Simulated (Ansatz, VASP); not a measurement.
**Two plane-wave programs on Al**

POSCAR

```
Al
1.0
    2.6868123428     -1.7757774202      0.0000000000
    2.6868123428      1.7757774202      0.0000000000
    0.0000000000      0.0000000000      7.2438386526
Al
4
Direct
    0.8500000000      0.1500000000      0.1170000000
    0.6500000000      0.3500000000      0.6170000000
    0.1500000000      0.8500000000      0.8830000000
    0.3500000000      0.6500000000      0.3830000000
```

Contents of INCAR.step1:

```
PREC = Accurate
ENCUT = 600
ISMEAR = 0
SIGMA = 0.1
LREAL = False
LASPH = True
NELM = 80
GGA = PE
ALGO = Normal
EDIFF = 1E-4
LWAVE = True
LCHARG = False
```

The input INCAR.step2:

```
PREC = Accurate
ENCUT = 600
EDIFF = 1E-6
ISMEAR = 0
SIGMA = 0.1
LREAL = False
LASPH = True
NELM = 80
ALGO = Normal
ISIF = 3
LWAVE = False
LCHARG = False
METAGGA = R2SCAN
LMIXTAU = True
IBRION = 2
NSW = 90
EDIFFG = -0.04
ISTART = 1
```

KPOINTS

```
regular mesh
0
Gamma
  6 6 4
```

Input for Ansatz:

```yaml
crystal:
  lattice:
    - [2.6868123428, -1.7757774202, 0.0]
    - [2.6868123428, 1.7757774202, 0.0]
    - [0.0, 0.0, 7.2438386526]
  atoms:
    - { symbol: Al, position: [0.85, 0.15, 0.117] }
    - { symbol: Al, position: [0.65, 0.35, 0.617] }
    - { symbol: Al, position: [0.15, 0.85, 0.883] }
    - { symbol: Al, position: [0.35, 0.65, 0.383] }
basis:
  ecutwfc: 500
kpoints:
  mp_grid: { grid: [6, 6, 4] }
hamiltonian:
  xc: r2scan
scf:
  occupations: { method: gaussian, width: 0.1 }
  lower_state_search: "off"
output:
  forces: true
  stress: true
  eigenvalues: true
relax:
  adjacent_minimum: "off"
  f_tol: 0.04
  max_steps: 70
  cell: { stress_tol: 0.4 }
```

Alike in both runs: task relaxation of cell and atoms; functional r2SCAN; k mesh 6 × 6 × 4; occupations gaussian, width 0.1 eV; no spin polarisation.

|  | VASP | Ansatz |
| --- | --- | --- |
| version | VASP 6.6.1 | Ansatz 0.2.0 |
| potentials or method | VASP PAW PBE potentials, release 64 (Al), cutoff 600 eV | scalar-relativistic, plane waves, PAW |
| valence electrons in the cell | 12 | 12 |

VASP gave:

| Item | Value |
| --- | --- |
| gap on the k mesh at the Fermi level, each at its own relaxed structure (eV) | none |
| relaxed volume (Å³/atom) | 15.91 |
| relaxed length of the cell vector where the two differ most in proportion (Å) | 7.984 |

**Question.** Which values does Ansatz return?

**Answer.** gap on the k mesh at the Fermi level, each at its own relaxed structure (eV): none; relaxed volume (Å³/atom): 15.96; relaxed length of the cell vector where the two differ most in proportion (Å): 8.000.

VASP's potentials were made for PBE, not for r2SCAN. A gap of «none» marks a metal or a gap that the smearing closes.

Noted on VASP's run: too few bands were computed for a metal, which touches its energy and stress.
